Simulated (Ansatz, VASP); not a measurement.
# MgS in VASP and in Ansatz

```
Mg S
1.0
     0.00000    2.59295    2.59295
     2.59295    0.00000    2.59295
     2.59295    2.59295    0.00000
Mg S
1 1
Cartesian
  0.0000 0.0000 0.0000
  2.5929 2.5929 2.5929
```

Change from the starting cell: volume scaled by 0.99.

Alike in both runs: task single point; functional PBEsol; k mesh 10 × 10 × 10; occupations fermi-dirac, width 0.03 eV; no spin polarisation.

|  | VASP | Ansatz |
| --- | --- | --- |
| version | VASP 6.6.1 | Ansatz 0.2.0 |
| potentials or method | VASP PAW PBE potentials, release 64 (Mg, S), cutoff 520 eV | all-electron LAPW, scalar-relativistic |

VASP gave:

- gap on the k mesh at the Fermi level (eV): 2.73
- pressure (GPa): -0.4

**Question.** What did Ansatz give for the same quantities?

**Answer.** gap on the k mesh at the Fermi level (eV): 2.72; pressure (GPa): -0.2.

VASP's potentials were made for PBE, not for PBEsol. Ansatz ran all-electron here, and VASP with PAW potentials.
